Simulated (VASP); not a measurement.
# B3P4Ir (P-43m) in VASP: single point with PBE

Aim: the single point of B3P4Ir with PBE.

All numbers are computed with VASP 6.6.1; they aren't measurements. Logs are shortened: lines on timing, memory, paths and dates and some standing lists are left out, and cuts for length are marked.

**1. The cell of the first run**

It takes space group P-43m (No. 215, cubic). Conventional cell: a = 4.759 Å, b = 4.759 Å, c = 4.759 Å, α = 90.00°, β = 90.00°, γ = 90.00°. B (site symmetry -42m) has 4 P at 2.02 Å within 2.7 Å. Within 2.7 Å of P (site symmetry 3m) lie 3 B at 2.02 Å and 1 Ir at 2.21 Å. Within 2.9 Å of Ir (site symmetry -43m) lie 4 P at 2.21 Å.

The cell was built from a structure type or drawn by symmetry, and may not be a known phase.

**2. Single point, PBE**

File INCAR:

```
PREC = Accurate ; ENCUT = 500
EDIFF = 1E-6 ; ISMEAR = 0
SIGMA = 0.1 ; LREAL = False
LASPH = True ; NELM = 120
ALGO = Normal ; ISIF = 2
LWAVE = False ; LCHARG = False
GGA = PE ; NBANDS = 33
GGA_COMPAT = False
```

File KPOINTS:

```
regular mesh
0
Gamma
  8 8 8
```

File POSCAR:

```
B3P4Ir
1.0
    4.7591467622      0.0000000000      0.0000000000
    0.0000000000      4.7591467622      0.0000000000
    0.0000000000      0.0000000000      4.7591467622
B P Ir
3 4 1
Direct
    0.0000000000      0.5000000000      0.5000000000
    0.5000000000      0.5000000000      0.0000000000
    0.5000000000      0.0000000000      0.5000000000
    0.2684552615      0.7315447385      0.7315447385
    0.7315447385      0.7315447385      0.2684552615
    0.7315447385      0.2684552615      0.7315447385
    0.2684552615      0.2684552615      0.2684552615
    0.0000000000      0.0000000000      0.0000000000
```

Potentials or basis: VASP PAW PBE potentials, release 64 (B, P, Ir_sv_GW).

Launch:

```
cat potpaw_PBE.64/B/POTCAR potpaw_PBE.64/P/POTCAR potpaw_PBE.64/Ir_sv_GW/POTCAR > POTCAR
mpirun -np 1 vasp_std > vasp.out
```

OUTCAR:

```text
PREC = Accurate
   ENCUT = 500
   EDIFF = 1E-6
   ISMEAR = 0
   LREAL = False
   LASPH = True
   NELM = 120
   ISIF = 2
   GGA = PE

 ion  position               nearest neighbor table
   1  0.000  0.500  0.500-   4 2.02   5 2.02   6 2.02   7 2.02
   2  0.500  0.500  0.000-   4 2.02   5 2.02   6 2.02   7 2.02
   3  0.500  0.000  0.500-   4 2.02   5 2.02   6 2.02   7 2.02
   4  0.268  0.732  0.732-   1 2.02   2 2.02   3 2.02   8 2.21
   5  0.732  0.732  0.268-   1 2.02   2 2.02   3 2.02   8 2.21
   6  0.732  0.268  0.732-   1 2.02   2 2.02   3 2.02   8 2.21
   7  0.268  0.268  0.268-   1 2.02   2 2.02   3 2.02   8 2.21
   8  0.000  0.000  0.000-   4 2.21   5 2.21   6 2.21   7 2.21

  LATTYP: Found a simple cubic cell.
 ALAT       =     4.7591467622

  Lattice vectors:

 A1 = (   4.7591467622,   0.0000000000,   0.0000000000)
 A2 = (   0.0000000000,   4.7591467622,   0.0000000000)
 A3 = (   0.0000000000,   0.0000000000,   4.7591467622)

Analysis of symmetry for initial positions (statically):
=====================================================================
 Subroutine PRICEL returns:
 Original cell was already a primitive cell.

 Routine SETGRP: Setting up the symmetry group for a
 simple cubic supercell.

 Subroutine GETGRP returns: Found 24 space group operations
 (whereof 24 operations were pure point group operations)
 out of a pool of 48 trial point group operations.

The static configuration has the point symmetry T_d .

Analysis of symmetry for dynamics (positions and initial velocities):
=====================================================================
 Subroutine PRICEL returns:
 Original cell was already a primitive cell.

 Routine SETGRP: Setting up the symmetry group for a
 simple cubic supercell.

 Subroutine GETGRP returns: Found 24 space group operations
 (whereof 24 operations were pure point group operations)
 out of a pool of 48 trial point group operations.

The dynamic configuration has the point symmetry T_d .

 Subroutine INISYM returns: Found 24 space group operations
 (whereof 24 operations are pure point group operations),
 and found     1 'primitive' translations

----------------------------------------------------------------------------------------

                                     Primitive cell

  volume of cell :     107.7922

  direct lattice vectors                    reciprocal lattice vectors
     4.759146762  0.000000000  0.000000000     0.210121698  0.000000000  0.000000000
     0.000000000  4.759146762  0.000000000     0.000000000  0.210121698  0.000000000
     0.000000000  0.000000000  4.759146762     0.000000000  0.000000000  0.210121698

  length of vectors
     4.759146762  4.759146762  4.759146762     0.210121698  0.210121698  0.210121698

  position of ions in fractional coordinates (direct lattice)
     0.000000000  0.500000000  0.500000000
     0.500000000  0.500000000  0.000000000
     0.500000000  0.000000000  0.500000000
     0.268455262  0.731544738  0.731544738
     0.731544738  0.731544738  0.268455262
     0.731544738  0.268455262  0.731544738
     0.268455262  0.268455262  0.268455262
     0.000000000  0.000000000  0.000000000

  ion indices of the primitive-cell ions
   primitive index   ion index
                 1           1
                 2           2
                 3           3
                 4           4
                 5           5
                 6           6
                 7           7
                 8           8

----------------------------------------------------------------------------------------

 KPOINTS: regular mesh

Automatic generation of k-mesh.
 Grid dimensions read from file:
 generate k-points for:    8    8    8

 Generating k-lattice:

  Cartesian coordinates                     Fractional coordinates (reciprocal lattice)
     0.026265212  0.000000000  0.000000000     0.125000000  0.000000000  0.000000000
     0.000000000  0.026265212  0.000000000     0.000000000  0.125000000  0.000000000
     0.000000000  0.000000000  0.026265212     0.000000000  0.000000000  0.125000000

  Length of vectors
     0.026265212  0.026265212  0.026265212

  Shift w.r.t. Gamma in fractional coordinates (k-lattice)
     0.000000000  0.000000000  0.000000000

 Subroutine IBZKPT returns following result:
 ===========================================

 Found     35 irreducible k-points:

 Following reciprocal coordinates:
            Coordinates               Weight
  0.000000  0.000000  0.000000      1.000000
  0.125000  0.000000  0.000000      6.000000
  0.250000  0.000000  0.000000      6.000000
  0.375000  0.000000  0.000000      6.000000
  0.500000  0.000000  0.000000      3.000000
  0.125000  0.125000  0.000000     12.000000
[... 16 lines left out ...]
  0.375000  0.375000  0.125000     24.000000
  0.500000  0.375000  0.125000     24.000000
 [... further k-points ...]
   k-points           NKPTS =     35   k-points in BZ     NKDIM =     35   number of bands    NBANDS=     33
   number of dos      NEDOS =    301   number of ions     NIONS =      8
   total plane-waves  NPLWV =  46656
   dimension x,y,z NGX =    36 NGY =   36 NGZ =   36
   dimension x,y,z NGXF=    72 NGYF=   72 NGZF=   72
   ions per type =               3   4   1
   NGX,Y,Z   is equivalent  to a cutoff of  12.58, 12.58, 12.58 a.u.
   NGXF,Y,Z  is equivalent  to a cutoff of  25.15, 25.15, 25.15 a.u.
 SYSTEM =  unknown system
   PREC   = accura    normal or accurate (medium, high low for compatibility)
   ISTART =      0    job   : 0-new  1-cont  2-samecut
   ICHARG =      2    charge: 1-file 2-atom 10-const
   ISPIN  =      1    spin polarized calculation?
   LNONCOLLINEAR =      F non collinear calculations
   LSORBIT =      F    spin-orbit coupling
   LASPH  =      T    aspherical Exc in radial PAW
   ENCUT  =  500.0 eV  36.75 Ry    6.06 a.u.   8.68  8.68  8.68*2*pi/ulx,y,z
   NELM   =    120;   NELMIN=  2; NELMDL= -5     # of ELM steps
   EDIFF  = 0.1E-05   stopping-criterion for ELM
   LREAL  =      F    real-space projection
   EDIFFG = 0.1E-04   stopping-criterion for IOM
   NSW    =      0    number of steps for IOM
   IBRION =     -1    ionic relax: 0-MD 1-quasi-New 2-CG
   NFREE  =      0    steps in history (QN), initial steepest desc. (CG)
   ISIF   =      2    stress and relaxation
   ISYM   =      2    0-nonsym 1-usesym 2-fastsym
   POTIM  = 0.5000    time-step for ionic-motion
   TEBEG  =    0.0;   TEEND  =   0.0 temperature during run
   PSTRESS=    0.0 pullay stress
   NELECT =      46.0000    total number of electrons
   NUPDOWN=      -1.0000    fix difference up-down
   EMIN   =  10.00;   EMAX   =-10.00  energy-range for DOS
   EFERMI =   0.00;   METHOD = LEGACY
   ISMEAR =     0;   SIGMA  =   0.10  broadening in eV -4-tet -1-fermi 0-gaus
   EFERMI_NEDOS =   21; number of points for ismear=-14 and -15
   IALGO  =     38    algorithm
   IMIX   =      4    mixing-type and parameters
     AMIX     =   0.40;   BMIX     =  1.00
     AMIX_MAG =   1.60;   BMIX_MAG =  1.00
  volume/ion in A,a.u.               =      13.47        90.93
  Fermi-wavevector in a.u.,A,eV,Ry     =   1.232532  2.329149 20.669102  1.519136
  Thomas-Fermi vector in A             =   2.367299
   LORBIT       =      0    0 simple, 1 ext, 2 COOP (PROOUT), +10 PAW based schemes
   GGA     = PE    functional components
   LHFCALC =     F    Hartree Fock is set to
   AEXX    =    0.0000 exact exchange contribution
   IVDW    =     0    specifies the selected vdW correction
   LEPSILON=     F    determine dielectric tensor
   LRPA    =     F    only Hartree local field effects (RPA)
 non-spin polarized calculation
 Gauss-broadening in eV      SIGMA  =   0.10
  energy-cutoff  :      500.00
  volume of cell :      107.79
 maximum number of plane-waves:      2800
 NGX is ok and might be reduce to    36
   NGX = 17   NGY = 17   NGZ = 17

 number of electron      46.0000000 magnetization

 Free energy of the ion-electron system (eV)
  ---------------------------------------------------
  ext. energy  EPLUGINS =         0.00000000
  ---------------------------------------------------
  free energy    TOTEN  =       -52.25168470 eV

  energy without entropy =      -52.23975696  energy(sigma->0) =      -52.24572083

 E-fermi :   8.0277     XC(G=0): -11.0224

 val. band max:        8.0203272695   @ k =   0.2500   0.1250   0.0000
 cond. band min:       8.0386382645   @ k =   0.5000   0.2500   0.1250
 fundamental gap:      0.0183109950
 Fermi energy:         8.0276891289

 k-point     1 :       0.0000    0.0000    0.0000
  band No.  band energies     occupation
      1     -84.4102      2.00000
      2     -41.3792      2.00000
      3     -41.3792      2.00000
      4     -41.3792      2.00000
      5      -7.3707      2.00000
      6      -3.2618      2.00000
[... 25 lines left out ...]
     32      13.2565      0.00000
     33      13.2565      0.00000

 k-point     2 :       0.1250    0.0000    0.0000
  band No.  band energies     occupation
      1     -84.4100      2.00000
      2     -41.3790      2.00000
      3     -41.3790      2.00000
      4     -41.3788      2.00000
      5      -7.2877      2.00000
      6      -3.6749      2.00000
[... 25 lines left out ...]
     32      13.3117      0.00000
     33      13.7005      0.00000
[... 754 lines left out ...]
     32      13.5914      0.00000
     33      14.0641      0.00000

 k-point    24 :       0.5000    0.3750    0.1250
  band No.  band energies     occupation
      1     -84.4098      2.00000
      2     -41.3788      2.00000
      3     -41.3788      2.00000
      4     -41.3787      2.00000
      5      -5.7014      2.00000
      6      -5.0434      2.00000
[... 25 lines left out ...]
     32      13.4378      0.00000
     33      13.8031      0.00000

 [... further k-points ...]

------------------------ aborting loop because EDIFF is reached ----------------------------------------

  FORCE on cell =-STRESS in cart. coord.  units (eV):
  Direction    XX          YY          ZZ          XY          YZ          ZX
  --------------------------------------------------------------------------------------
  -------------------------------------------------------------------------------------
  Total       -0.4301217     -0.4301217     -0.4301217      0.0000000      0.0000000     -0.0000000
  in kB       -6.3931466     -6.3931466     -6.3931466      0.0000000      0.0000000     -0.0000000
  external PRESSURE =      -6.3931466 kB  Pullay stress =       0.0000000 kB

 VOLUME and BASIS-vectors are now :
 -----------------------------------------------------------------------------
  energy-cutoff  :      500.00
  volume of cell :      107.79
      direct lattice vectors                 reciprocal lattice vectors
     4.759146762  0.000000000  0.000000000     0.210121698  0.000000000  0.000000000
     0.000000000  4.759146762  0.000000000     0.000000000  0.210121698  0.000000000
     0.000000000  0.000000000  4.759146762     0.000000000  0.000000000  0.210121698

 POSITION                                       TOTAL-FORCE (eV/Angst)
 -----------------------------------------------------------------------------------
      0.00000      2.37957      2.37957         0.000000     -0.000000      0.000000
      2.37957      2.37957      0.00000        -0.000000     -0.000000      0.000000
      2.37957      0.00000      2.37957         0.000000     -0.000000      0.000000
      1.27762      3.48153      3.48153        -0.003995      0.003995      0.003995
      3.48153      3.48153      1.27762         0.003995      0.003995     -0.003995
      3.48153      1.27762      3.48153         0.003995     -0.003995      0.003995
      1.27762      1.27762      1.27762        -0.003995     -0.003995     -0.003995
      0.00000      0.00000      0.00000         0.000000     -0.000000      0.000000
 -----------------------------------------------------------------------------------
    total drift:                                0.000000      0.000000      0.000000

  FREE ENERGIE OF THE ION-ELECTRON SYSTEM (eV)
  ---------------------------------------------------
  free  energy   TOTEN  =       -52.2516847022 eV

  energy  without entropy=      -52.2397569593  energy(sigma->0) =      -52.24572083
```

Wall time 91 s (1 thread of Intel Xeon Platinum 8488C (Sapphire Rapids), shared host); peak memory 0.27 GiB.

What came out:

| Property | Result |
| --- | --- |
| Free energy | -52.2517 eV |
| Pressure | -0.6 GPa |
| Largest force | 0.007 eV/Å |
| Band gap on the k mesh | zero (bands 23 and 24 overlap by 1.50 eV) |

Forces in eV/Å, atoms in the order of the input:
```
B    0.000  0.000  0.000
B    0.000  0.000  0.000
B    0.000  0.000  0.000
P   -0.004  0.004  0.004
P    0.004  0.004 -0.004
P    0.004 -0.004  0.004
P   -0.004 -0.004 -0.004
Ir   0.000  0.000  0.000
```

Levels at points of the mesh, in eV from the Fermi level:
```csv
k point,band 20,band 21,band 22,band 23,band 24,band 25,band 26,band 27
"(0.00, 0.00, 0.00)",-3.46,-3.43,-3.43,0.70,0.70,0.70,0.81,2.79
"(0.50, 0.00, 0.00)",-2.67,-2.46,-1.68,-0.88,0.08,0.08,1.05,1.94
"(0.50, 0.50, 0.00)",-3.46,-2.10,-1.51,-1.17,0.67,0.67,2.54,2.54
"(0.50, 0.50, 0.50)",-2.66,-2.54,-2.54,1.17,1.17,1.17,3.08,3.08
```

Caveat: spin-orbit coupling is left out, which moves the levels of the heavy elements.
